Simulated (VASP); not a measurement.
# Be2C (Fm-3m) in VASP: settings compared

Aim: see how the results for Be2C move with the level of theory and the settings. Levels: RPBE, r2SCAN+D4. Tasks: relaxation of cell and atoms.

All numbers are computed with VASP 6.6.1; they aren't measurements. Logs are shortened: lines on timing, memory, paths and dates and some standing lists are left out, and cuts for length are marked.

## Step 1: The cell of the first run

The structure is cubic, space group Fm-3m (No. 225). The conventional cell has a = 4.330 Å, b = 4.330 Å, c = 4.330 Å, α = 90.00°, β = 90.00°, γ = 90.00°. Within 2.5 Å of Be (site symmetry -43m) lie 4 C at 1.87 Å and 6 Be at 2.17 Å. Within 2.5 Å of C (site symmetry m-3m) lie 8 Be at 1.87 Å.

## Step 2: Relaxation of cell and atoms, RPBE

Input file INCAR:

```
SYSTEM = Be2C
  PREC = Accurate
  ENCUT = 600
  EDIFF = 1E-7
  ISMEAR = 0
  SIGMA = 0.01
  LREAL = .False.
  LASPH = .True.
  NELM = 120
  ALGO = Normal
  ISIF = 3
  LWAVE = .False.
  LCHARG = .False.
  GGA = RP
  IBRION = 2
  NSW = 100
  EDIFFG = -0.01
  GGA_COMPAT = .False.
  NELMIN = 4
```

Input file KPOINTS:

```
Automatic mesh
0
Gamma
  8 8 8
  0 0 0
```

Input file POSCAR:

```
Be2C
1.0
    0.0000000000      2.1650000000      2.1650000000
    2.1650000000      0.0000000000      2.1650000000
    2.1650000000      2.1650000000      0.0000000000
Be C
2 1
Direct
    0.2500000000      0.2500000000      0.2500000000
    0.7500000000      0.7500000000      0.7500000000
    0.0000000000      0.0000000000      0.0000000000
```

Potentials or basis: VASP PAW PBE potentials, release 64 (Be, C).

Launch:

```sh
> cat potpaw_PBE.64/Be/POTCAR potpaw_PBE.64/C/POTCAR > POTCAR
> mpirun -np 1 vasp_std > vasp.out
```

OUTCAR:

```text
SYSTEM = Be2C
   PREC = Accurate
   ENCUT = 600
   EDIFF = 1E-7
   ISMEAR = 0
   LREAL = .False.
   LASPH = .True.
   NELM = 120
   ISIF = 3
   GGA = RP
   IBRION = 2
   NSW = 100
   EDIFFG = -0.01
   NELMIN = 4

 ion  position               nearest neighbor table
   1  0.250  0.250  0.250-   3 1.87   3 1.87   3 1.87   3 1.87   2 2.17   2 2.17   2 2.17   2 2.17
                             2 2.17   2 2.17
   2  0.750  0.750  0.750-   3 1.87   3 1.87   3 1.87   3 1.87   1 2.17   1 2.17   1 2.17   1 2.17
                             1 2.17   1 2.17
   3  0.000  0.000  0.000-   2 1.87   2 1.87   2 1.87   1 1.87   2 1.87   1 1.87   1 1.87   1 1.87

  LATTYP: Found a face centered cubic cell.
 ALAT       =     4.3300000000

  Lattice vectors:

 A1 = (   0.0000000000,   2.1650000000,   2.1650000000)
 A2 = (   2.1650000000,   0.0000000000,   2.1650000000)
 A3 = (   2.1650000000,   2.1650000000,   0.0000000000)

Analysis of symmetry for initial positions (statically):
=====================================================================
 Subroutine PRICEL returns:
 Original cell was already a primitive cell.

 Routine SETGRP: Setting up the symmetry group for a
 face centered cubic supercell.

 Subroutine GETGRP returns: Found 48 space group operations
 (whereof 48 operations were pure point group operations)
 out of a pool of 48 trial point group operations.

The static configuration has the point symmetry O_h .

Analysis of symmetry for dynamics (positions and initial velocities):
=====================================================================
 Subroutine PRICEL returns:
 Original cell was already a primitive cell.

 Routine SETGRP: Setting up the symmetry group for a
 face centered cubic supercell.

 Subroutine GETGRP returns: Found 48 space group operations
 (whereof 48 operations were pure point group operations)
 out of a pool of 48 trial point group operations.

The dynamic configuration has the point symmetry O_h .

 Subroutine INISYM returns: Found 48 space group operations
 (whereof 48 operations are pure point group operations),
 and found     1 'primitive' translations

----------------------------------------------------------------------------------------

                                     Primitive cell

  volume of cell :      20.2957

  direct lattice vectors                    reciprocal lattice vectors
     0.000000000  2.165000000  2.165000000    -0.230946882  0.230946882  0.230946882
     2.165000000  0.000000000  2.165000000     0.230946882 -0.230946882  0.230946882
     2.165000000  2.165000000  0.000000000     0.230946882  0.230946882 -0.230946882

  length of vectors
     3.061772363  3.061772363  3.061772363     0.400011734  0.400011734  0.400011734

  position of ions in fractional coordinates (direct lattice)
     0.250000000  0.250000000  0.250000000
     0.750000000  0.750000000  0.750000000
     0.000000000  0.000000000  0.000000000

  ion indices of the primitive-cell ions
   primitive index   ion index
                 1           1
                 2           2
                 3           3

----------------------------------------------------------------------------------------

 KPOINTS: Automatic mesh

Automatic generation of k-mesh.
 Grid dimensions read from file:
 generate k-points for:    8    8    8

 Generating k-lattice:

  Cartesian coordinates                     Fractional coordinates (reciprocal lattice)
    -0.028868360  0.028868360  0.028868360     0.125000000  0.000000000  0.000000000
     0.028868360 -0.028868360  0.028868360     0.000000000  0.125000000  0.000000000
     0.028868360  0.028868360 -0.028868360     0.000000000  0.000000000  0.125000000

  Length of vectors
     0.050001467  0.050001467  0.050001467

  Shift w.r.t. Gamma in fractional coordinates (k-lattice)
     0.000000000  0.000000000  0.000000000

 Subroutine IBZKPT returns following result:
 ===========================================

 Found     29 irreducible k-points:

 Following reciprocal coordinates:
            Coordinates               Weight
  0.000000  0.000000  0.000000      1.000000
  0.125000  0.000000  0.000000      8.000000
  0.250000  0.000000  0.000000      8.000000
  0.375000  0.000000  0.000000      8.000000
  0.500000  0.000000  0.000000      4.000000
  0.125000  0.125000  0.000000      6.000000
[... 16 lines left out ...]
  0.500000  0.250000  0.125000     48.000000
 -0.375000  0.250000  0.125000     24.000000
 [... further k-points ...]
   k-points           NKPTS =     29   k-points in BZ     NKDIM =     29   number of bands    NBANDS=      8
   number of dos      NEDOS =    301   number of ions     NIONS =      3
   total plane-waves  NPLWV =  13824
   dimension x,y,z NGX =    24 NGY =   24 NGZ =   24
   dimension x,y,z NGXF=    48 NGYF=   48 NGZF=   48
   ions per type =               2   1
   NGX,Y,Z   is equivalent  to a cutoff of  13.03, 13.03, 13.03 a.u.
   NGXF,Y,Z  is equivalent  to a cutoff of  26.06, 26.06, 26.06 a.u.
 SYSTEM =  Be2C
   PREC   = accura    normal or accurate (medium, high low for compatibility)
   ISTART =      0    job   : 0-new  1-cont  2-samecut
   ICHARG =      2    charge: 1-file 2-atom 10-const
   ISPIN  =      1    spin polarized calculation?
   LNONCOLLINEAR =      F non collinear calculations
   LSORBIT =      F    spin-orbit coupling
   LASPH  =      T    aspherical Exc in radial PAW
   ENCUT  =  600.0 eV  44.10 Ry    6.64 a.u.   6.12  6.12  6.12*2*pi/ulx,y,z
   NELM   =    120;   NELMIN=  4; NELMDL= -5     # of ELM steps
   EDIFF  = 0.1E-06   stopping-criterion for ELM
   LREAL  =      F    real-space projection
   EDIFFG = -.1E-01   stopping-criterion for IOM
   NSW    =    100    number of steps for IOM
   IBRION =      2    ionic relax: 0-MD 1-quasi-New 2-CG
   NFREE  =      1    steps in history (QN), initial steepest desc. (CG)
   ISIF   =      3    stress and relaxation
   ISYM   =      2    0-nonsym 1-usesym 2-fastsym
   POTIM  = 0.5000    time-step for ionic-motion
   TEBEG  =    0.0;   TEEND  =   0.0 temperature during run
   PSTRESS=    0.0 pullay stress
   NELECT =       8.0000    total number of electrons
   NUPDOWN=      -1.0000    fix difference up-down
   EMIN   =  10.00;   EMAX   =-10.00  energy-range for DOS
   EFERMI =   0.00;   METHOD = LEGACY
   ISMEAR =     0;   SIGMA  =   0.01  broadening in eV -4-tet -1-fermi 0-gaus
   EFERMI_NEDOS =   21; number of points for ismear=-14 and -15
   IALGO  =     38    algorithm
   IMIX   =      4    mixing-type and parameters
     AMIX     =   0.40;   BMIX     =  1.00
     AMIX_MAG =   1.60;   BMIX_MAG =  1.00
  volume/ion in A,a.u.               =       6.77        45.65
  Fermi-wavevector in a.u.,A,eV,Ry     =   1.200338  2.268310 19.603432  1.440812
  Thomas-Fermi vector in A             =   2.336177
   LORBIT       =      0    0 simple, 1 ext, 2 COOP (PROOUT), +10 PAW based schemes
   GGA     = RP    functional components
   LHFCALC =     F    Hartree Fock is set to
   AEXX    =    0.0000 exact exchange contribution
   IVDW    =     0    specifies the selected vdW correction
   LEPSILON=     F    determine dielectric tensor
   LRPA    =     F    only Hartree local field effects (RPA)
 conjugate gradient relaxation of ions
 non-spin polarized calculation
 Gauss-broadening in eV      SIGMA  =   0.01
  energy-cutoff  :      600.00
  volume of cell :       20.30
 maximum number of plane-waves:       700
   NGX = 13   NGY = 13   NGZ = 13

--------------------------------------- Ionic step        1  -------------------------------------------

 number of electron       8.0000000 magnetization

 Free energy of the ion-electron system (eV)
  ---------------------------------------------------
  ext. energy  EPLUGINS =         0.00000000
  ---------------------------------------------------
  free energy    TOTEN  =       -16.44759568 eV

  energy without entropy =      -16.44759568  energy(sigma->0) =      -16.44759568

------------------------ aborting loop because EDIFF is reached ----------------------------------------

  FORCE on cell =-STRESS in cart. coord.  units (eV):
  Direction    XX          YY          ZZ          XY          YZ          ZX
  --------------------------------------------------------------------------------------
  -------------------------------------------------------------------------------------
  Total        0.5162762      0.5162762      0.5162762      0.0000000     -0.0000000      0.0000000
  in kB       40.7557588     40.7557588     40.7557588      0.0000000     -0.0000000      0.0000000
  external PRESSURE =      40.7557588 kB  Pullay stress =       0.0000000 kB
[... 59 lines left out ...]
  energy  without entropy=      -16.4525182712  energy(sigma->0) =      -16.45251827

--------------------------------------- Ionic step        3  -------------------------------------------

 number of electron       8.0000001 magnetization

 Free energy of the ion-electron system (eV)
  ---------------------------------------------------
  ext. energy  EPLUGINS =         0.00000000
  ---------------------------------------------------
  free energy    TOTEN  =       -16.45277639 eV

  energy without entropy =      -16.45277639  energy(sigma->0) =      -16.45277639

 E-fermi :   7.7526     XC(G=0): -11.3356

 val. band max:        7.6283444894   @ k =   0.0000   0.0000   0.0000
 cond. band min:       8.7619084967   @ k =   0.5000   0.5000   0.0000
 fundamental gap:      1.1335640073
 Fermi energy:         7.7526425367

 k-point     1 :       0.0000    0.0000    0.0000
  band No.  band energies     occupation
      1      -7.3201      2.00000
      2       7.6283      2.00000
      3       7.6283      2.00000
      4       7.6283      2.00000
      5      11.7771      0.00000
      6      11.7771      0.00000
      7      11.7771      0.00000
      8      14.1271      0.00000
[... 243 lines left out ...]
 k-point    24 :      -0.3750    0.2500    0.1250
  band No.  band energies     occupation
      1      -4.0556      2.00000
      2      -0.2980      2.00000
      3       3.5601      2.00000
      4       4.3079      2.00000
      5      12.7390      0.00000
      6      14.1123      0.00000
      7      17.2505      0.00000
      8      18.1456      0.00000

 [... further k-points ...]

------------------------ aborting loop because EDIFF is reached ----------------------------------------

  FORCE on cell =-STRESS in cart. coord.  units (eV):
  Direction    XX          YY          ZZ          XY          YZ          ZX
  --------------------------------------------------------------------------------------
  -------------------------------------------------------------------------------------
  Total        0.0024910      0.0024910      0.0024910     -0.0000000     -0.0000000      0.0000000
  in kB        0.1927063      0.1927063      0.1927063     -0.0000000     -0.0000000      0.0000000
  external PRESSURE =       0.1927063 kB  Pullay stress =       0.0000000 kB
[... 18 lines left out ...]
  FREE ENERGIE OF THE ION-ELECTRON SYSTEM (eV)
  ---------------------------------------------------
  free  energy   TOTEN  =       -16.4527763857 eV

  energy  without entropy=      -16.4527763857  energy(sigma->0) =      -16.45277639

 reached required accuracy - stopping structural energy minimisation
```

Run time: 21 s. Hardware: 1 thread of Intel Xeon 8259CL, shared host; peak memory 0.13 GiB.

What came out:

* Free energy: -16.4528 eV
* Relaxed volume: 6.90 Å³/atom
* Relaxed cell: a = 3.082 Å, b = 3.082 Å, c = 3.082 Å, α = 60.00°, β = 60.00°, γ = 60.00°
* Space group after relaxing (to 0.1 Å): Fm-3m (No. 225)
* Energy gained by relaxing: 1.7 meV/atom
* Ionic steps: 3
* Pressure after relaxing: 0.0 GPa
* Band gap on the k mesh: 1.13 eV (least direct gap 4.15 eV)

Step by step:
```
step  energy change (eV)  largest force (eV/Å)  pressure (GPa)  volume (Å³)
   1              0.0000                0.0000            4.08        20.30
   2             -0.0049                0.0000           -0.87        20.81
   3             -0.0052                0.0000            0.02        20.71
```

Final structure:
```yaml
crystal:
  lattice:
    - [0.00000, 2.17965, 2.17965]
    - [2.17965, 0.00000, 2.17965]
    - [2.17965, 2.17965, 0.00000]
  atoms:
    - { symbol: Be, position: [0.25000, 0.25000, 0.25000] }
    - { symbol: Be, position: [0.75000, 0.75000, 0.75000] }
    - { symbol: C, position: [0.00000, 0.00000, 0.00000] }
```

Levels at points of the mesh, in eV from the valence-band top:
| k point | band 2 | band 3 | band 4 | band 5 | band 6 | band 7 |
| --- | --- | --- | --- | --- | --- | --- |
| (0.00, 0.00, 0.00) | 0.00 | 0.00 | 0.00 | 4.15 | 4.15 | 4.15 |
| (0.50, 0.00, 0.00) | -8.61 | -1.79 | -1.79 | 5.00 | 5.00 | 6.77 |
| (0.50, 0.50, 0.00) | -6.72 | -4.63 | -4.63 | 1.13 | 5.57 | 13.11 |

Caveat: the PAW data sets were made with another functional, which shifts forces and pressure a little. Zero-point motion and thermal expansion aren't in these numbers.

[end of part 1 of 2]
